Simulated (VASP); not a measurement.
# Hf3Cu (Pm-3m) in VASP: further runs, part 2 of 2

VASP 6.6.1.

### Step 3. Single point, PBE

This run uses another cell than the first one, of 19.76 Å³/atom, 1.132 times its volume.

INCAR reads:

```
ALGO = Fast
EDIFF = 1E-7
ENCUT = 520
GGA = PE
ISIF = 2
ISMEAR = 0
LASPH = T
LCHARG = F
LREAL = F
LWAVE = F
NBANDS = 28
NELM = 60
PREC = Accurate
SIGMA = 0.1
```

KPOINTS reads:

```
k-points
0
Gamma
  4 4 4
```

POSCAR reads:

```
Hf3Cu
1.0
    4.2917181060      0.0000000000      0.0000000000
    0.0000000000      4.2917181060      0.0000000000
    0.0000000000      0.0000000000      4.2917181060
Hf Cu
3 1
Direct
    0.0000000000      0.5000000000      0.5000000000
    0.5000000000      0.0000000000      0.5000000000
    0.5000000000      0.5000000000      0.0000000000
    0.0000000000      0.0000000000      0.0000000000
```

Potentials or basis: VASP PAW PBE potentials, release 64 (Hf_pv, Cu).

Command:

```
$ cat potpaw_PBE.64/Hf_pv/POTCAR potpaw_PBE.64/Cu/POTCAR > POTCAR
$ mpirun -np 1 vasp_std > vasp.out
```

OUTCAR:

```text
EDIFF = 1E-7
   ENCUT = 520
   GGA = PE
   ISIF = 2
   ISMEAR = 0
   LASPH = T
   LREAL = F
   NELM = 60
   PREC = Accurate

 ion  position               nearest neighbor table
   1  0.000  0.500  0.500-   2 3.03   3 3.03   4 3.03   3 3.03   4 3.03   2 3.03   4 3.03   4 3.03
                             2 3.03   3 3.03   3 3.03   2 3.03
   2  0.500  0.000  0.500-   1 3.03   3 3.03   4 3.03   3 3.03   4 3.03   1 3.03   3 3.03   3 3.03
                             1 3.03   4 3.03   4 3.03   1 3.03
   3  0.500  0.500  0.000-   1 3.03   2 3.03   4 3.03   1 3.03   2 3.03   2 3.03   4 3.03   2 3.03
                             1 3.03   4 3.03   1 3.03   4 3.03
   4  0.000  0.000  0.000-   1 3.03   2 3.03   3 3.03   1 3.03   2 3.03   1 3.03   3 3.03   1 3.03
                             2 3.03   3 3.03   2 3.03   3 3.03

  LATTYP: Found a simple cubic cell.
 ALAT       =     4.2917181060

  Lattice vectors:

 A1 = (   4.2917181060,   0.0000000000,   0.0000000000)
 A2 = (   0.0000000000,   4.2917181060,   0.0000000000)
 A3 = (   0.0000000000,   0.0000000000,   4.2917181060)

Analysis of symmetry for initial positions (statically):
=====================================================================
 Subroutine PRICEL returns:
 Original cell was already a primitive cell.

 Routine SETGRP: Setting up the symmetry group for a
 simple cubic supercell.

 Subroutine GETGRP returns: Found 48 space group operations
 (whereof 48 operations were pure point group operations)
 out of a pool of 48 trial point group operations.

The static configuration has the point symmetry O_h .

Analysis of symmetry for dynamics (positions and initial velocities):
=====================================================================
 Subroutine PRICEL returns:
 Original cell was already a primitive cell.

 Routine SETGRP: Setting up the symmetry group for a
 simple cubic supercell.

 Subroutine GETGRP returns: Found 48 space group operations
 (whereof 48 operations were pure point group operations)
 out of a pool of 48 trial point group operations.

The dynamic configuration has the point symmetry O_h .

 Subroutine INISYM returns: Found 48 space group operations
 (whereof 48 operations are pure point group operations),
 and found     1 'primitive' translations

----------------------------------------------------------------------------------------

                                     Primitive cell

  volume of cell :      79.0485

  direct lattice vectors                    reciprocal lattice vectors
     4.291718106  0.000000000  0.000000000     0.233006916  0.000000000  0.000000000
     0.000000000  4.291718106  0.000000000     0.000000000  0.233006916  0.000000000
     0.000000000  0.000000000  4.291718106     0.000000000  0.000000000  0.233006916

  length of vectors
     4.291718106  4.291718106  4.291718106     0.233006916  0.233006916  0.233006916

  position of ions in fractional coordinates (direct lattice)
     0.000000000  0.500000000  0.500000000
     0.500000000  0.000000000  0.500000000
     0.500000000  0.500000000  0.000000000
     0.000000000  0.000000000  0.000000000

  ion indices of the primitive-cell ions
   primitive index   ion index
                 1           1
                 2           2
                 3           3
[... 29 lines left out ...]
            Coordinates               Weight
  0.000000  0.000000  0.000000      1.000000
  0.250000  0.000000  0.000000      6.000000
  0.500000  0.000000  0.000000      3.000000
  0.250000  0.250000  0.000000     12.000000
  0.500000  0.250000  0.000000     12.000000
  0.500000  0.500000  0.000000      3.000000
  0.250000  0.250000  0.250000      8.000000
  0.500000  0.250000  0.250000     12.000000
  0.500000  0.500000  0.250000      6.000000
  0.500000  0.500000  0.500000      1.000000
   k-points           NKPTS =     10   k-points in BZ     NKDIM =     10   number of bands    NBANDS=     28
   number of dos      NEDOS =    301   number of ions     NIONS =      4
   total plane-waves  NPLWV =  32768
   dimension x,y,z NGX =    32 NGY =   32 NGZ =   32
   dimension x,y,z NGXF=    64 NGYF=   64 NGZF=   64
   ions per type =               3   1
   NGX,Y,Z   is equivalent  to a cutoff of  12.40, 12.40, 12.40 a.u.
   NGXF,Y,Z  is equivalent  to a cutoff of  24.79, 24.79, 24.79 a.u.
 SYSTEM =  unknown system
   PREC   = accura    normal or accurate (medium, high low for compatibility)
   ISTART =      0    job   : 0-new  1-cont  2-samecut
   ICHARG =      2    charge: 1-file 2-atom 10-const
   ISPIN  =      1    spin polarized calculation?
   LNONCOLLINEAR =      F non collinear calculations
   LSORBIT =      F    spin-orbit coupling
   LASPH  =      T    aspherical Exc in radial PAW
   ENCUT  =  520.0 eV  38.22 Ry    6.18 a.u.   7.98  7.98  7.98*2*pi/ulx,y,z
   NELM   =     60;   NELMIN=  2; NELMDL= -5     # of ELM steps
   EDIFF  = 0.1E-06   stopping-criterion for ELM
   LREAL  =      F    real-space projection
   EDIFFG = 0.1E-05   stopping-criterion for IOM
   NSW    =      0    number of steps for IOM
   IBRION =     -1    ionic relax: 0-MD 1-quasi-New 2-CG
   NFREE  =      0    steps in history (QN), initial steepest desc. (CG)
   ISIF   =      2    stress and relaxation
   ISYM   =      2    0-nonsym 1-usesym 2-fastsym
   POTIM  = 0.5000    time-step for ionic-motion
   TEBEG  =    0.0;   TEEND  =   0.0 temperature during run
   PSTRESS=    0.0 pullay stress
   NELECT =      41.0000    total number of electrons
   NUPDOWN=      -1.0000    fix difference up-down
   EMIN   =  10.00;   EMAX   =-10.00  energy-range for DOS
   EFERMI =   0.00;   METHOD = LEGACY
   ISMEAR =     0;   SIGMA  =   0.10  broadening in eV -4-tet -1-fermi 0-gaus
   EFERMI_NEDOS =   21; number of points for ismear=-14 and -15
   IALGO  =     68    algorithm
   IMIX   =      4    mixing-type and parameters
     AMIX     =   0.40;   BMIX     =  1.00
     AMIX_MAG =   1.60;   BMIX_MAG =  1.00
  volume/ion in A,a.u.               =      19.76       133.36
  Fermi-wavevector in a.u.,A,eV,Ry     =   1.315341  2.485634 23.539728  1.730121
  Thomas-Fermi vector in A             =   2.445530
   LORBIT       =      0    0 simple, 1 ext, 2 COOP (PROOUT), +10 PAW based schemes
   GGA     = PE    functional components
   LHFCALC =     F    Hartree Fock is set to
   AEXX    =    0.0000 exact exchange contribution
   IVDW    =     0    specifies the selected vdW correction
   LEPSILON=     F    determine dielectric tensor
   LRPA    =     F    only Hartree local field effects (RPA)
 non-spin polarized calculation
 RMM-DIIS sequential band-by-band and
 Gauss-broadening in eV      SIGMA  =   0.10
  energy-cutoff  :      520.00
  volume of cell :       79.05
 maximum number of plane-waves:      2176
 NGX is ok and might be reduce to    32
   NGX = 15   NGY = 15   NGZ = 15

 number of electron      41.0000009 magnetization

 Free energy of the ion-electron system (eV)
  ---------------------------------------------------
  ext. energy  EPLUGINS =         0.00000000
  ---------------------------------------------------
  free energy    TOTEN  =       -33.12387310 eV

  energy without entropy =      -33.07655115  energy(sigma->0) =      -33.10021212

 E-fermi :   4.9605     XC(G=0): -11.4848

 val. band max:        4.9259544377   @ k =   0.5000   0.5000   0.2500
 cond. band min:       4.9718993237   @ k =   0.2500   0.2500   0.0000
 fundamental gap:      0.0459448860
 Fermi energy:         4.9604748350

 k-point     1 :       0.0000    0.0000    0.0000
  band No.  band energies     occupation
      1     -25.6981      2.00000
      2     -25.6981      2.00000
      3     -25.6981      2.00000
      4     -25.2179      2.00000
      5     -25.2179      2.00000
      6     -25.2179      2.00000
[... 299 lines left out ...]
     27       8.2273      0.00000
     28       8.2275      0.00000

------------------------ aborting loop because EDIFF is reached ----------------------------------------

  FORCE on cell =-STRESS in cart. coord.  units (eV):
  Direction    XX          YY          ZZ          XY          YZ          ZX
  --------------------------------------------------------------------------------------
  -------------------------------------------------------------------------------------
  Total       -0.3024375     -0.3024375     -0.3024375      0.0000000      0.0000000     -0.0000000
  in kB       -6.1298896     -6.1298896     -6.1298896      0.0000000      0.0000000     -0.0000000
  external PRESSURE =      -6.1298896 kB  Pullay stress =       0.0000000 kB

 VOLUME and BASIS-vectors are now :
 -----------------------------------------------------------------------------
  energy-cutoff  :      520.00
  volume of cell :       79.05
      direct lattice vectors                 reciprocal lattice vectors
     4.291718106  0.000000000  0.000000000     0.233006916  0.000000000  0.000000000
     0.000000000  4.291718106  0.000000000     0.000000000  0.233006916  0.000000000
     0.000000000  0.000000000  4.291718106     0.000000000  0.000000000  0.233006916

 POSITION                                       TOTAL-FORCE (eV/Angst)
 -----------------------------------------------------------------------------------
      0.00000      2.14586      2.14586         0.000000      0.000000      0.000000
      2.14586      0.00000      2.14586         0.000000      0.000000      0.000000
      2.14586      2.14586      0.00000         0.000000      0.000000      0.000000
      0.00000      0.00000      0.00000         0.000000      0.000000      0.000000
 -----------------------------------------------------------------------------------
    total drift:                                0.000000     -0.000000     -0.000000

  FREE ENERGIE OF THE ION-ELECTRON SYSTEM (eV)
  ---------------------------------------------------
  free  energy   TOTEN  =       -33.1238730981 eV

  energy  without entropy=      -33.0765511455  energy(sigma->0) =      -33.10021212
```

Run time: 28 s. Hardware: 1 thread of Intel Xeon Platinum 8488C (Sapphire Rapids), shared host; peak memory 0.17 GiB.

Results:

* Free energy: -33.1239 eV
* Pressure: -0.6 GPa

Caveat: the k points lie up to 0.37 Å⁻¹ apart; spin-orbit coupling is left out, which moves the levels of the heavy elements.

### Step 4. Relaxation of cell and atoms, PBE

INCAR reads:

```
SYSTEM = Hf3Cu
PREC = Accurate
ENCUT = 600
EDIFF = 1E-6
ISMEAR = 0
SIGMA = 0.1
LREAL = .FALSE.
LASPH = .TRUE.
NELM = 100
ALGO = Normal
ISIF = 3
LWAVE = .FALSE.
LCHARG = .FALSE.
GGA = PE
IBRION = 2
NSW = 90
EDIFFG = -0.04
```

KPOINTS reads:

```
regular mesh
0
G
  4 4 4
  0 0 0
```

POSCAR reads:

```
Hf3Cu
1.0
    4.1183948993      0.0000000000      0.0000000000
    0.0000000000      4.1183948993      0.0000000000
    0.0000000000      0.0000000000      4.1183948993
Hf Cu
3 1
Direct
    0.0000000000      0.5000000000      0.5000000000
    0.5000000000      0.0000000000      0.5000000000
    0.5000000000      0.5000000000      0.0000000000
    0.0000000000      0.0000000000      0.0000000000
```

Command:

```
$ cat potpaw_PBE.64/Hf_pv/POTCAR potpaw_PBE.64/Cu/POTCAR > POTCAR
$ mpirun -np 1 vasp_std > vasp.out
```

It took 87 s on 1 thread of Intel Xeon Platinum 8488C (Sapphire Rapids), shared host; peak memory 0.21 GiB.

The run converged. Its results:

| Quantity | Value |
| --- | --- |
| Free energy | -33.1065 eV |
| Relaxed volume | 19.69 Å³/atom |
| Relaxed cell | a = 4.287 Å, b = 4.287 Å, c = 4.287 Å, α = 90.00°, β = 90.00°, γ = 90.00° |
| Space group after relaxing (to 0.05 Å) | Pm-3m (No. 221) |
| Energy gained by relaxing | 94.1 meV/atom |
| Ionic steps | 3 |
| Pressure after relaxing | -0.3 GPa |

Step by step:
| step | energy change (eV) | largest force (eV/Å) | pressure (GPa) | volume (Å³) |
| --- | --- | --- | --- | --- |
| 1 | 0.0000 | 0.0000 | 15.64 | 69.85 |
| 2 | -0.0468 | 0.0000 | -10.00 | 88.54 |
| 3 | -0.3765 | 0.0000 | -0.30 | 78.77 |

Final structure:
```xyz
4
Lattice="4.2867 0.0000 0.0000 0.0000 4.2867 0.0000 0.0000 0.0000 4.2867" Properties=species:S:1:pos:R:3 pbc="T T T"
Hf    0.0000    2.1433    2.1433
Hf    2.1433    0.0000    2.1433
Hf    2.1433    2.1433    0.0000
Cu    0.0000    0.0000    0.0000
```

Levels at points of the mesh, in eV from the Fermi level:
```tsv
k point	band 19	band 20	band 21	band 22	band 23	band 24
(0.00, 0.00, 0.00)	-0.83	-0.54	-0.54	2.43	2.43	2.43
(0.50, 0.00, 0.00)	-0.69	-0.69	0.88	1.21	1.21	1.76
(0.50, 0.50, 0.00)	-0.92	-0.06	-0.06	1.51	1.51	2.72
(0.50, 0.50, 0.50)	0.37	0.37	0.37	1.24	1.34	1.34
```

Caveat: the k points lie up to 0.37 Å⁻¹ apart in the final cell; spin-orbit coupling is left out, which moves the levels of the heavy elements.

### Step 5. Single point, PBE

This run uses another cell than the first one, of 19.59 Å³/atom, 1.122 times its volume.

INCAR reads:

```
PREC = Accurate
ENCUT = 520
EDIFF = 1E-7
ISMEAR = 0
SIGMA = 0.1
LREAL = F
LASPH = T
NELM = 80
ALGO = Fast
ISIF = 2
LWAVE = F
LCHARG = F
GGA = PE
NBANDS = 28
```

KPOINTS reads:

```
Automatic mesh
0
Gamma
  12 12 12
```

POSCAR reads:

```
Hf3Cu
1.0
    4.2795127024      0.0000000000      0.0000000000
    0.0000000000      4.2795127024      0.0000000000
    0.0000000000      0.0000000000      4.2795127024
Hf Cu
3 1
Direct
    0.0000000000      0.5000000000      0.5000000000
    0.5000000000      0.0000000000      0.5000000000
    0.5000000000      0.5000000000      0.0000000000
    0.0000000000      0.0000000000      0.0000000000
```

Command:

```
$ cat potpaw_PBE.64/Hf_pv/POTCAR potpaw_PBE.64/Cu/POTCAR > POTCAR
$ mpirun -np 1 vasp_std > vasp.out
```

Run time: 2.6 min. Hardware: 1 thread of Intel Xeon Platinum 8488C (Sapphire Rapids), shared host; peak memory 0.29 GiB.

Results (log left out):

```
Free energy : -33.1757 eV
Pressure    : -0.3 GPa
```

Levels at points of the mesh, in eV from the Fermi level:
```tsv
k point	band 19	band 20	band 21	band 22	band 23	band 24
(0.00, 0.00, 0.00)	-0.81	-0.55	-0.55	2.45	2.45	2.45
(0.50, 0.00, 0.00)	-0.68	-0.68	0.89	1.26	1.26	1.79
(0.50, 0.50, 0.00)	-0.93	-0.16	-0.05	-0.05	1.54	1.54
(0.50, 0.50, 0.50)	0.37	0.37	0.37	1.32	1.37	1.37
```

Caveat: spin-orbit coupling is left out, which moves the levels of the heavy elements.

### Step 6. The runs side by side

```csv
task,cell,k mesh,cutoff (eV),gap on the mesh (eV),pressure (GPa)
single point,"a = 4.118 Å, 4 atoms",4 × 4 × 4,520,none,15.7
single point,"a = 4.292 Å, 4 atoms",4 × 4 × 4,520,none,-0.6
relaxation of cell and atoms,"relaxed from a = 4.118 Å, 4 atoms",4 × 4 × 4,600,none,-0.3
single point,"a = 4.280 Å, 4 atoms",12 × 12 × 12,520,none,-0.3
```

Alike in all rows: level PBE; potentials or basis VASP PAW PBE potentials, release 64 (Hf_pv, Cu); no spin polarisation; smearing gaussian 0.1 eV.

Caveats: some runs use coarse meshes; spin-orbit coupling is left out, which moves the levels of the heavy elements.

Absolute energies hang on the potentials; compare differences alone.
